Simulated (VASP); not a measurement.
Input of a VASP 6.6.1 run:

File INCAR:

```
SYSTEM = VRu
PREC     = Accurate       ! precision mode
ENCUT    = 520            ! plane-wave cutoff, eV
EDIFF    = 1E-7           ! SCF threshold, eV
ISMEAR   = -1             ! smearing method
SIGMA    = 0.05           ! smearing width, eV
LREAL    = .False.        ! projectors in reciprocal space
LASPH    = .True.         ! aspherical terms in the spheres
NELM     = 150            ! most SCF steps
ALGO     = Normal         ! electronic algorithm
ISIF     = 2              ! what is computed and relaxed
LWAVE    = .False.        ! write WAVECAR
LCHARG   = .True.         ! write CHGCAR
ISPIN    = 2              ! spin polarisation
MAGMOM   = 1.23 0.15      ! initial moments
LORBIT   = 11             ! projections on sites
NUPDOWN  = 1.5            ! fixed moment
LMAXMIX  = 4              ! l up to which the mixer works
GGA      = CA             ! functional
LELF     = .True.         ! ELF
LVHAR    = .True.       
NBANDS   = 24             ! bands
```

KPOINTS

```
Automatic mesh
0
Gamma
  10 10 10
  0 0 0
```

File POSCAR:

```
VRu
1.0
    2.9900000000      0.0000000000      0.0000000000
    0.0000000000      2.9900000000      0.0000000000
    0.0000000000      0.0000000000      2.9900000000
V Ru
1 1
Direct
    0.5000000000      0.5000000000      0.5000000000
    0.0000000000      0.0000000000      0.0000000000
```

Potentials or basis: VASP PAW LDA potentials, release 64 (V_sv, Ru_pv).

The run is started by

```sh
$ cat potpaw_LDA.64/V_sv/POTCAR potpaw_LDA.64/Ru_pv/POTCAR > POTCAR
$ mpirun -np 1 vasp_std > vasp.out
```

Estimate the pressure.

-6.2 GPa.

Caveat: the total moment is fixed, so each spin has its own Fermi level.
